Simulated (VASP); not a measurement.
# Ga4P3N (P-43m) in VASP: single point with PBE

Aim: the single point of Ga4P3N with PBE.

Program: VASP 6.6.1. These are calculated values, not measurements. Logs are shortened: lines on timing, memory, paths and dates and some standing lists are left out, and cuts for length are marked.

## 1. The cell of the first run

The structure is cubic, space group P-43m (No. 215). Conventional cell: a = 5.214 Å, b = 5.214 Å, c = 5.214 Å, α = 90.00°, β = 90.00°, γ = 90.00°. N (site symmetry -43m) has 4 Ga at 2.06 Å within 2.7 Å. Within 2.7 Å of Ga (site symmetry 3m) lie 1 N at 2.06 Å and 3 P at 2.33 Å. P (site symmetry -42m) has 4 Ga at 2.33 Å within 3.1 Å.

## 2. Single point, PBE, non-collinear spin, zero start, spin-orbit coupling

Contents of INCAR:

```
SYSTEM = Ga4P3N
ALGO = Normal ; EDIFF = 1E-7
ENCUT = 520 ; GGA = PE
GGA_COMPAT = .FALSE. ; ISIF = 2
ISMEAR = -1 ; LASPH = .TRUE.
LCHARG = .TRUE. ; LORBIT = 11
LORBMOM = .TRUE. ; LREAL = .FALSE.
LSORBIT = .TRUE. ; LVHAR = .TRUE.
LWAVE = .FALSE. ; MAGMOM = 0 0 0 0 0 0 0 0 0 0 0 0 0 0 0 0 0 0 0 0 0 0 0 0
NBANDS = 90 ; NELM = 150
PREC = Accurate ; SIGMA = 0.02
```

Contents of KPOINTS:

```
k-points
0
G
  6 6 6
  0 0 0
```

Contents of POSCAR:

```
Ga4P3N
1.0
    5.2139728300      0.0000000000      0.0000000000
    0.0000000000      5.2139728300      0.0000000000
    0.0000000000      0.0000000000      5.2139728300
N Ga P
1 4 3
Direct
    0.0000000000      0.0000000000      0.0000000000
    0.7722587181      0.7722587181      0.7722587181
    0.2277412819      0.2277412819      0.7722587181
    0.2277412819      0.7722587181      0.2277412819
    0.7722587181      0.2277412819      0.2277412819
    0.5000000000      0.5000000000      0.0000000000
    0.5000000000      0.0000000000      0.5000000000
    0.0000000000      0.5000000000      0.5000000000
```

Potentials or basis: VASP PAW PBE potentials, release 64 (N, Ga_d, P).

The run is started by

```console
$ cat potpaw_PBE.64/N/POTCAR potpaw_PBE.64/Ga_d/POTCAR potpaw_PBE.64/P/POTCAR > POTCAR
$ mpirun -np 1 vasp_ncl > vasp.out
```

OUTCAR:

```text
SYSTEM = Ga4P3N
   EDIFF = 1E-7
   ENCUT = 520
   GGA = PE
   ISIF = 2
   ISMEAR = -1
   LASPH = .TRUE.
   LORBIT = 11
   LREAL = .FALSE.
   LSORBIT = .TRUE.
   NELM = 150
   PREC = Accurate

 ion  position               nearest neighbor table
   1  0.000  0.000  0.000-   2 2.06   3 2.06   4 2.06   5 2.06
   2  0.772  0.772  0.772-   1 2.06   6 2.33   7 2.33   8 2.33
   3  0.228  0.228  0.772-   1 2.06   6 2.33   7 2.33   8 2.33
   4  0.228  0.772  0.228-   1 2.06   6 2.33   7 2.33   8 2.33
   5  0.772  0.228  0.228-   1 2.06   6 2.33   7 2.33   8 2.33
   6  0.500  0.500  0.000-   2 2.33   3 2.33   4 2.33   5 2.33
   7  0.500  0.000  0.500-   2 2.33   3 2.33   4 2.33   5 2.33
   8  0.000  0.500  0.500-   2 2.33   3 2.33   4 2.33   5 2.33

  LATTYP: Found a simple cubic cell.
 ALAT       =     5.2139728300

  Lattice vectors:

 A1 = (   5.2139728300,   0.0000000000,   0.0000000000)
 A2 = (   0.0000000000,   5.2139728300,   0.0000000000)
 A3 = (   0.0000000000,   0.0000000000,   5.2139728300)

Analysis of symmetry for initial positions (statically):
=====================================================================
 Subroutine PRICEL returns:
 Original cell was already a primitive cell.

 Routine SETGRP: Setting up the symmetry group for a
 simple cubic supercell.

 Subroutine GETGRP returns: Found 24 space group operations
 (whereof 24 operations were pure point group operations)
 out of a pool of 48 trial point group operations.

The static configuration has the point symmetry T_d .

Analysis of symmetry for dynamics (positions and initial velocities):
=====================================================================
 Subroutine PRICEL returns:
 Original cell was already a primitive cell.

 Routine SETGRP: Setting up the symmetry group for a
 simple cubic supercell.

 Subroutine GETGRP returns: Found 24 space group operations
 (whereof 24 operations were pure point group operations)
 out of a pool of 48 trial point group operations.

The dynamic configuration has the point symmetry T_d .

Analysis of structural, dynamic, and magnetic symmetry:
=====================================================================
 Subroutine PRICEL returns:
 Original cell was already a primitive cell.

 Routine SETGRP: Setting up the symmetry group for a
 simple cubic supercell.

 Subroutine GETGRP returns: Found 24 space group operations
 (whereof 24 operations were pure point group operations)
 out of a pool of 48 trial point group operations.

The overall configuration has the point symmetry T_d .

 Subroutine INISYM returns: Found 24 space group operations
 (whereof 24 operations are pure point group operations),
 and found     1 'primitive' translations

----------------------------------------------------------------------------------------

                                     Primitive cell

  volume of cell :     141.7445

  direct lattice vectors                    reciprocal lattice vectors
     5.213972830  0.000000000  0.000000000     0.191792330  0.000000000  0.000000000
     0.000000000  5.213972830  0.000000000     0.000000000  0.191792330  0.000000000
     0.000000000  0.000000000  5.213972830     0.000000000  0.000000000  0.191792330

  length of vectors
     5.213972830  5.213972830  5.213972830     0.191792330  0.191792330  0.191792330

  position of ions in fractional coordinates (direct lattice)
     0.000000000  0.000000000  0.000000000
     0.772258718  0.772258718  0.772258718
     0.227741282  0.227741282  0.772258718
     0.227741282  0.772258718  0.227741282
     0.772258718  0.227741282  0.227741282
     0.500000000  0.500000000  0.000000000
     0.500000000  0.000000000  0.500000000
     0.000000000  0.500000000  0.500000000

  ion indices of the primitive-cell ions
   primitive index   ion index
                 1           1
                 2           2
                 3           3
                 4           4
                 5           5
                 6           6
                 7           7
                 8           8

----------------------------------------------------------------------------------------

 KPOINTS: k-points

Automatic generation of k-mesh.
 Grid dimensions read from file:
 generate k-points for:    6    6    6

 Generating k-lattice:
[... 100 lines left out ...]

 number of electron      71.9999995 magnetization       0.0000000      0.0000000      0.0000000

 Free energy of the ion-electron system (eV)
  ---------------------------------------------------
  ext. energy  EPLUGINS =         0.00000000
  ---------------------------------------------------
  free energy    TOTEN  =       -38.31837451 eV

  energy without entropy =      -38.31807371  energy(sigma->0) =      -38.31822411

 E-fermi :   5.1360     XC(G=0): -10.2546

 val. band max:        5.1340551019   @ k =   0.0000   0.0000   0.0000
 cond. band min:       5.3989881123   @ k =   0.0000   0.0000   0.0000
 fundamental gap:      0.2649330104
 Fermi energy:         5.1359688815

 k-point     1 :       0.0000    0.0000    0.0000
  band No.  band energies     occupation
      1     -10.5601      1.00000
      2     -10.5601      1.00000
      3      -9.7982      1.00000
      4      -9.7982      1.00000
      5      -9.7982      1.00000
      6      -9.7982      1.00000
[... 2077 lines left out ...]
     83      10.1467      0.00000
     84      10.1467      0.00000
 [bands above 84 left out]

------------------------ aborting loop because EDIFF is reached ----------------------------------------

  FORCE on cell =-STRESS in cart. coord.  units (eV):
  Direction    XX          YY          ZZ          XY          YZ          ZX
  --------------------------------------------------------------------------------------
  -------------------------------------------------------------------------------------
  Total        2.7045568      2.7045568      2.7045568      0.0000000     -0.0000000      0.0000000
  in kB       30.5703496     30.5703496     30.5703496      0.0000000     -0.0000000      0.0000000
  external PRESSURE =      30.5703496 kB  Pullay stress =       0.0000000 kB

 VOLUME and BASIS-vectors are now :
 -----------------------------------------------------------------------------
  energy-cutoff  :      520.00
  volume of cell :      141.74
      direct lattice vectors                 reciprocal lattice vectors
     5.213972830  0.000000000  0.000000000     0.191792330  0.000000000  0.000000000
     0.000000000  5.213972830  0.000000000     0.000000000  0.191792330  0.000000000
     0.000000000  0.000000000  5.213972830     0.000000000  0.000000000  0.191792330

 POSITION                                       TOTAL-FORCE (eV/Angst)
 -----------------------------------------------------------------------------------
      0.00000      0.00000      0.00000        -0.000000      0.000000      0.000000
      4.02654      4.02654      4.02654        -0.013093     -0.013093     -0.013093
      1.18744      1.18744      4.02654         0.013093      0.013093     -0.013093
      1.18744      4.02654      1.18744         0.013093     -0.013093      0.013093
      4.02654      1.18744      1.18744        -0.013093      0.013093      0.013093
      2.60699      2.60699      0.00000        -0.000000     -0.000000      0.000000
      2.60699      0.00000      2.60699        -0.000000      0.000000      0.000000
      0.00000      2.60699      2.60699        -0.000000      0.000000      0.000000
 -----------------------------------------------------------------------------------
    total drift:                                0.000000      0.000000      0.000000

  FREE ENERGIE OF THE ION-ELECTRON SYSTEM (eV)
  ---------------------------------------------------
  free  energy   TOTEN  =       -38.3183745078 eV

  energy  without entropy=      -38.3180737098  energy(sigma->0) =      -38.31822411

 orbital moment (x)

 # of ion     p       d       tot
 ----------------------------------------
  1        -0.000   0.000  -0.000
  2        -0.000   0.000  -0.000
  3        -0.000  -0.000  -0.000
  4         0.000  -0.000   0.000
  5         0.000   0.000   0.000
  6         0.000   0.000   0.000
  7        -0.000   0.000  -0.000
  8        -0.000   0.000  -0.000
 ----------------------------------------
            0.000   0.000   0.000

 orbital moment (y)

 # of ion     p       d       tot
 ----------------------------------------
  1        -0.000   0.000  -0.000
  2        -0.000  -0.000  -0.000
  3         0.000   0.000   0.000
  4         0.000  -0.000  -0.000
  5         0.000   0.000   0.000
  6         0.000   0.000   0.000
  7        -0.000   0.000  -0.000
  8        -0.000   0.000  -0.000
 ----------------------------------------
           -0.000  -0.000  -0.000

 orbital moment (z)

 # of ion     p       d       tot
 ----------------------------------------
  1        -0.000   0.000  -0.000
  2        -0.000  -0.000  -0.000
  3         0.000  -0.000  -0.000
  4         0.000  -0.000   0.000
  5        -0.000  -0.000  -0.000
  6         0.000   0.000   0.000
  7         0.000   0.000   0.000
  8         0.000   0.000   0.000
 ----------------------------------------
            0.000  -0.000  -0.000

 Spin-Orbit-Coupling matrix elements

 Ion:    1  E_soc:     -0.0001065
 l=   1
     0.0000000    -0.0000178    -0.0000178
    -0.0000178     0.0000000    -0.0000178
    -0.0000178    -0.0000178     0.0000000
 l=   2
     0.0000000     0.0000000     0.0000000     0.0000000     0.0000000
     0.0000000     0.0000000     0.0000000     0.0000000     0.0000000
     0.0000000     0.0000000     0.0000000     0.0000000     0.0000000
     0.0000000     0.0000000     0.0000000     0.0000000     0.0000000
     0.0000000     0.0000000     0.0000000     0.0000000     0.0000000
 l=   3
     0.0000000     0.0000000     0.0000000     0.0000000     0.0000000     0.0000000     0.0000000
     0.0000000     0.0000000     0.0000000     0.0000000     0.0000000     0.0000000     0.0000000
     0.0000000     0.0000000     0.0000000     0.0000000     0.0000000     0.0000000     0.0000000
     0.0000000     0.0000000     0.0000000     0.0000000     0.0000000     0.0000000     0.0000000
[... 129 lines left out ...]
 l=   2
     0.0000000     0.0000000     0.0000000     0.0000000     0.0000000
     0.0000000     0.0000000     0.0000000     0.0000000     0.0000000
     0.0000000     0.0000000     0.0000000     0.0000000     0.0000000
     0.0000000     0.0000000     0.0000000     0.0000000     0.0000000
     0.0000000     0.0000000     0.0000000     0.0000000     0.0000000
 l=   3
     0.0000000     0.0000000     0.0000000     0.0000000     0.0000000     0.0000000     0.0000000
     0.0000000     0.0000000     0.0000000     0.0000000     0.0000000     0.0000000     0.0000000
     0.0000000     0.0000000     0.0000000     0.0000000     0.0000000     0.0000000     0.0000000
     0.0000000     0.0000000     0.0000000     0.0000000     0.0000000     0.0000000     0.0000000
     0.0000000     0.0000000     0.0000000     0.0000000     0.0000000     0.0000000     0.0000000
     0.0000000     0.0000000     0.0000000     0.0000000     0.0000000     0.0000000     0.0000000
     0.0000000     0.0000000     0.0000000     0.0000000     0.0000000     0.0000000     0.0000000

 total charge

# of ion       s       p       d       tot
------------------------------------------
    1        1.239   2.373   0.000   3.612
    2        0.843   0.840  10.042  11.725
    3        0.843   0.840  10.042  11.725
    4        0.843   0.840  10.042  11.725
    5        0.843   0.840  10.042  11.725
    6        1.020   1.558   0.000   2.578
    7        1.020   1.558   0.000   2.578
    8        1.020   1.558   0.000   2.578
--------------------------------------------------
tot          7.669  10.410  40.168  58.247

 magnetization (x)

# of ion       s       p       d       tot
------------------------------------------
    1        0.000   0.000   0.000   0.000
    2        0.000   0.000  -0.000   0.000
    3        0.000  -0.000   0.000  -0.000
    4        0.000   0.000  -0.000   0.000
    5        0.000  -0.000  -0.000  -0.000
    6       -0.000   0.000   0.000  -0.000
    7        0.000   0.000   0.000   0.000
    8       -0.000  -0.000   0.000  -0.000
--------------------------------------------------
tot          0.000  -0.000   0.000  -0.000

 magnetization (y)

# of ion       s       p       d       tot
------------------------------------------
    1       -0.000  -0.000   0.000  -0.000
    2        0.000  -0.000  -0.000  -0.000
    3        0.000   0.000  -0.000   0.000
    4        0.000   0.000   0.000   0.000
    5        0.000   0.000   0.000   0.000
    6       -0.000   0.000   0.000   0.000
    7       -0.000   0.000   0.000  -0.000
    8        0.000   0.000   0.000   0.000
--------------------------------------------------
tot         -0.000  -0.000  -0.000  -0.000

 magnetization (z)

# of ion       s       p       d       tot
------------------------------------------
    1        0.000   0.000   0.000   0.000
    2        0.000   0.000   0.000   0.000
    3       -0.000   0.000  -0.000   0.000
    4       -0.000  -0.000  -0.000  -0.000
    5       -0.000  -0.000   0.000  -0.000
    6       -0.000   0.000   0.000   0.000
    7        0.000  -0.000   0.000  -0.000
    8        0.000   0.000   0.000   0.000
--------------------------------------------------
tot          0.000   0.000   0.000   0.000
```

It took 27 min on 1 thread of Oxide Virtual Turin-like, shared host; peak memory 0.71 GiB.

Results:

```yaml
Free_energy: -38.3184 eV
Pressure: 3.1 GPa
Largest_force: 0.023 eV/Å
Net_moment: 0.00 μB per cell
Valence_electrons_inside_the_program's_atomic_spheres: N 3.61; Ga 11.72; P 2.58
```

Forces on the atoms (eV/Å):
```
N    0.000  0.000  0.000
Ga  -0.013 -0.013 -0.013
Ga   0.013  0.013 -0.013
Ga   0.013 -0.013  0.013
Ga  -0.013  0.013  0.013
P    0.000  0.000  0.000
P    0.000  0.000  0.000
P    0.000  0.000  0.000
```

Moments on the atoms (μB; x, y, z):
```
N   0.00 0.00 0.00
Ga  0.00 0.00 0.00
Ga  0.00 0.00 0.00
Ga  0.00 0.00 0.00
Ga  0.00 0.00 0.00
P   0.00 0.00 0.00
P   0.00 0.00 0.00
P   0.00 0.00 0.00
```

Caveat: the cell stands under pressure.
